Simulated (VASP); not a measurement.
# C in VASP: further runs, part 2 of 2

VASP 6.6.1. The steps go on from the part before.

**3. Single point, r2SCAN**

This run uses another cell than the first one, of 33.42 Å³/atom, 1.019 times its volume.

Contents of POSCAR:

```
C
1.0
    2.5044010599      0.0000000000      0.0000000000
   -1.2522005300      2.1688749392      0.0000000000
    0.0000000000      0.0000000000     24.6072952438
C
4
Direct
    0.6666666667      0.3333333333      0.5704754400
    0.3333333333      0.6666666667      0.4295245600
    0.0000000000      0.0000000000      0.4295312300
    0.0000000000      0.0000000000      0.5704687700
```

Contents of INCAR.step1:

```
SYSTEM = C
PREC = Accurate
ENCUT = 520
ISMEAR = -1
SIGMA = 0.05
LREAL = .False.
LASPH = .True.
NELM = 100
NBANDS = 16
GGA = PE
ALGO = Normal
EDIFF = 1E-4
LWAVE = .True.
LCHARG = .False.
```

Contents of INCAR.step2:

```
SYSTEM = C
PREC = Accurate
ENCUT = 520
EDIFF = 1E-6
ISMEAR = -1
SIGMA = 0.05
LREAL = .False.
LASPH = .True.
NELM = 100
ALGO = Normal
ISIF = 2
LWAVE = .False.
LCHARG = .True.
METAGGA = R2SCAN
LMIXTAU = .True.
LELF = .True.
LVHAR = .True.
NBANDS = 16
ISTART = 1
```

Contents of KPOINTS:

```
Automatic mesh
0
Gamma
  12 12 2
  0 0 0
```

Potentials or basis: VASP PAW PBE potentials, release 64 (C).

On the command line:

```bash
$ cat potpaw_PBE.64/C/POTCAR > POTCAR
$ cp INCAR.step1 INCAR
$ mpirun -np 1 vasp_std > vasp.out
$ cp INCAR.step2 INCAR
$ mpirun -np 1 vasp_std > vasp.out
```

OUTCAR:

```text
SYSTEM = C
   PREC = Accurate
   ENCUT = 520
   EDIFF = 1E-6
   ISMEAR = -1
   LREAL = .False.
   LASPH = .True.
   NELM = 100
   ISIF = 2
   METAGGA = R2SCAN
   ISTART = 1

 ion  position               nearest neighbor table
   1  0.667  0.333  0.570-   4 1.45   4 1.45   4 1.45
   2  0.333  0.667  0.430-   3 1.45   3 1.45   3 1.45
   3  0.000  0.000  0.430-   2 1.45   2 1.45   2 1.45
   4  0.000  0.000  0.570-   1 1.45   1 1.45   1 1.45

  LATTYP: Found a hexagonal cell.
 ALAT       =     2.5044010599
[... 654 lines left out ...]
  Direction    XX          YY          ZZ          XY          YZ          ZX
  --------------------------------------------------------------------------------------
  -------------------------------------------------------------------------------------
  Total       -5.0285905     -5.0285905      0.0089677      0.0000000      0.0000000      0.0000000
  in kB      -60.2774102    -60.2774102      0.1074947      0.0000000      0.0000000      0.0000000
  external PRESSURE =     -40.1491085 kB  Pullay stress =       0.0000000 kB

 VOLUME and BASIS-vectors are now :
 -----------------------------------------------------------------------------
  energy-cutoff  :      520.00
  volume of cell :      133.66
      direct lattice vectors                 reciprocal lattice vectors
     2.504401060  0.000000000  0.000000000     0.399297068  0.230534270  0.000000000
    -1.252200530  2.168874939  0.000000000     0.000000000  0.461068539  0.000000000
     0.000000000  0.000000000 24.607295244     0.000000000  0.000000000  0.040638355

 POSITION                                       TOTAL-FORCE (eV/Angst)
 -----------------------------------------------------------------------------------
      1.25220      0.72296     14.03786         0.000000     -0.000000      0.009775
     -0.00000      1.44592     10.56944        -0.000000      0.000000     -0.009775
      0.00000      0.00000     10.56960         0.000000     -0.000000      0.000424
      0.00000      0.00000     14.03769        -0.000000      0.000000     -0.000424
 -----------------------------------------------------------------------------------
    total drift:                               -0.000000      0.000000      0.000000

  FREE ENERGIE OF THE ION-ELECTRON SYSTEM (eV)
  ---------------------------------------------------
  free  energy   TOTEN  =       -39.6188549918 eV

  energy  without entropy=      -39.6168803251  energy(sigma->0) =      -39.61786766
```

OUTCAR.step1:

```text
SYSTEM = C
   PREC = Accurate
   ENCUT = 520
   ISMEAR = -1
   LREAL = .False.
   LASPH = .True.
[... 685 lines left out ...]
     -0.00000      1.44592     10.56944        -0.000000     -0.000000     -0.044050
      0.00000      0.00000     10.56960        -0.000000      0.000000     -0.027594
      0.00000      0.00000     14.03769         0.000000     -0.000000      0.027594
 -----------------------------------------------------------------------------------
    total drift:                               -0.000000      0.000000      0.000000

  FREE ENERGIE OF THE ION-ELECTRON SYSTEM (eV)
  ---------------------------------------------------
  free  energy   TOTEN  =       -36.8212259785 eV

  energy  without entropy=      -36.8192357121  energy(sigma->0) =      -36.82023085
```

Run time: 4.7 min. Hardware: 1 thread of Intel Xeon Platinum 8375C at 2.90GHz (Ice Lake), shared host; peak memory 0.3 GiB.

What came out:

```yaml
Free_energy: -39.6189 eV
Largest_force: 0.010 eV/Å
Band_gap_on_the_k_mesh: zero (filled and empty bands touch)
```

Forces in eV/Å, atoms in the order of the input:
```
C    0.000  0.000  0.010
C    0.000  0.000 -0.010
C    0.000  0.000  0.000
C    0.000  0.000  0.000
```

Caveat: the PAW data sets were made with another functional, which shifts forces and pressure a little.

**4. Single point, PBEsol**

This run uses another cell than the first one, of 31.52 Å³/atom, 0.962 times its volume.

Contents of INCAR:

```
PREC     = Accurate       # precision mode
ENCUT    = 520            # plane-wave cutoff, eV
EDIFF    = 1E-6           # SCF threshold, eV
ISMEAR   = -1             # smearing method
SIGMA    = 0.05           # smearing width, eV
LREAL    = False          # projectors in reciprocal space
LASPH    = True           # aspherical terms in the spheres
NELM     = 60             # most SCF steps
ALGO     = Normal         # electronic algorithm
ISIF     = 2              # what is computed and relaxed
LWAVE    = False          # write WAVECAR
LCHARG   = False          # write CHGCAR
GGA      = PS             # functional
NBANDS   = 16             # bands
```

Contents of KPOINTS:

```
Automatic mesh
0
Gamma
  12 12 2
```

Contents of POSCAR:

```
C
1.0
    2.4562275060      0.0000000000      0.0000000000
   -1.2281137530      2.1271554177      0.0000000000
    0.0000000000      0.0000000000     24.1339601687
C
4
Direct
    0.6666666667      0.3333333333      0.5704754400
    0.3333333333      0.6666666667      0.4295245600
    0.0000000000      0.0000000000      0.4295312300
    0.0000000000      0.0000000000      0.5704687700
```

On the command line:

```bash
$ cat potpaw_PBE.64/C/POTCAR > POTCAR
$ mpirun -np 1 vasp_std > vasp.out
```

Wall time 53 s (1 thread of Intel Xeon 6975P-C (Granite Rapids), shared host); peak memory 0.23 GiB.

It converged, with:

```yaml
Free_energy: -38.5648 eV
Largest_force: 0.022 eV/Å
Band_gap_on_the_k_mesh: zero (filled and empty bands touch)
```

Forces on the atoms (eV/Å):
```
C    0.000  0.000  0.022
C    0.000  0.000 -0.022
C    0.000  0.000 -0.004
C    0.000  0.000  0.004
```

Levels at points of the mesh, in eV from the Fermi level:
```csv
k point,band 4,band 5,band 6,band 7,band 8,band 9,band 10,band 11,band 12,band 13
"(0.00, 0.00, 0.00)",-7.25,-2.99,-2.99,-2.98,-2.98,3.48,3.91,4.38,5.13,5.47
"(0.50, 0.00, 0.00)",-13.28,-6.43,-6.40,-2.57,-2.23,1.51,1.86,7.38,7.57,11.23
"(0.00, 0.00, 0.50)",-7.25,-2.99,-2.99,-2.98,-2.98,3.48,3.89,4.46,4.90,5.95
"(0.50, 0.00, 0.50)",-13.28,-6.43,-6.40,-2.57,-2.23,1.51,1.86,7.38,7.57,11.23
```

Caveat: the PAW data sets were made with another functional, which shifts forces and pressure a little.

**5. Single point, LDA**

This run uses another cell than the first one, of 31.52 Å³/atom, 0.962 times its volume.

Contents of INCAR:

```
  ALGO = Normal
  EDIFF = 1E-6
  ENCUT = 520
  GGA = CA
  ISIF = 2
  ISMEAR = -1
  LASPH = T
  LCHARG = T
  LELF = T
  LREAL = F
  LVHAR = T
  LWAVE = F
  NBANDS = 16
  NELM = 60
  PREC = Accurate
  SIGMA = 0.05
```

Contents of KPOINTS:

```
k-points
0
Gamma
  12 12 2
```

POSCAR is that of step 4.

Potentials or basis: VASP PAW LDA potentials, release 64 (C).

On the command line:

```bash
$ cat potpaw_LDA.64/C/POTCAR > POTCAR
$ mpirun -np 1 vasp_std > vasp.out
```

Run time: 52 s. Hardware: 1 thread of Intel Xeon 6975P-C (Granite Rapids), shared host; peak memory 0.2 GiB.

It converged, with:

* Free energy: -40.3909 eV
* Largest force: 0.023 eV/Å
* Band gap on the k mesh: zero (filled and empty bands touch)

Forces on the atoms (eV/Å):
```
C    0.000  0.000 -0.003
C    0.000  0.000  0.003
C    0.000  0.000  0.023
C    0.000  0.000 -0.023
```

Levels at points of the mesh, in eV from the Fermi level:
```
           k point  band 6  band 7  band 8  band 9  band 10  band 11
(0.00, 0.00, 0.00)   -3.02   -3.01   -3.01    3.46     4.01     4.60
(0.50, 0.00, 0.00)   -6.41   -2.56   -2.22    1.49     1.84     7.49
(0.00, 0.00, 0.50)   -3.02   -3.01   -3.01    3.47     4.00     4.67
(0.50, 0.00, 0.50)   -6.41   -2.56   -2.22    1.49     1.84     7.49
```

**6. Overview**

| level | potentials or basis | cell | gap on the mesh (eV) | largest force (eV/Å) |
| --- | --- | --- | --- | --- |
| r2SCAN | VASP PAW PBE potentials, release 64 (C) | a = 2.489, b = 2.489, c = 24.452 Å, angles 90.0, 90.0, 120.0°, 4 atoms | none | 0.01 |
| r2SCAN | VASP PAW PBE potentials, release 64 (C) | a = 2.504, b = 2.504, c = 24.607 Å, angles 90.0, 90.0, 120.0°, 4 atoms | none | 0.01 |
| PBEsol | VASP PAW PBE potentials, release 64 (C) | a = 2.456, b = 2.456, c = 24.134 Å, angles 90.0, 90.0, 120.0°, 4 atoms | none | 0.02 |
| LDA | VASP PAW LDA potentials, release 64 (C) | a = 2.456, b = 2.456, c = 24.134 Å, angles 90.0, 90.0, 120.0°, 4 atoms | none | 0.02 |

Alike in all rows: task single point; no spin polarisation; k mesh 12 × 12 × 2; cutoff (eV) 520; smearing fermi-dirac 0.05 eV.

Caveats: the PAW data sets were made with another functional, which shifts forces and pressure a little (some runs).

Absolute energies hang on the potentials; compare differences alone.
